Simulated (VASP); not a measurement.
Input of a VASP 6.6.1 run:

The input INCAR:

```
SYSTEM = Al2Cl
PREC = Accurate
ENCUT = 520
EDIFF = 1E-7
ISMEAR = 0
SIGMA = 0.1
LREAL = .False.
LASPH = .True.
NELM = 100
ALGO = Normal
ISIF = 2
LWAVE = .False.
LCHARG = .True.
GGA = PE
LELF = .True.
LVHAR = .True.
NBANDS = 14
```

File KPOINTS:

```
Automatic mesh
0
Gamma
  6 6 6
  0 0 0
```

POSCAR

```
Al2Cl
1.0
    0.0000000000      3.4630047901      3.4630047901
    3.4630047901      0.0000000000      3.4630047901
    3.4630047901      3.4630047901      0.0000000000
Al Cl
2 1
Direct
    0.2500000000      0.2500000000      0.2500000000
    0.7500000000      0.7500000000      0.7500000000
    0.0000000000      0.0000000000      0.0000000000
```

Potentials or basis: VASP PAW PBE potentials, release 64 (Al, Cl).

The run is started by

```console
$ cat potpaw_PBE.64/Al/POTCAR potpaw_PBE.64/Cl/POTCAR > POTCAR
$ mpirun -np 1 vasp_std > vasp.out
```

Problem. Estimate the pressure.

Solution. 0.2 GPa.

Caveat: an odd number of electrons without spin polarisation forces a metal; a magnetic or distorted state may lie lower.
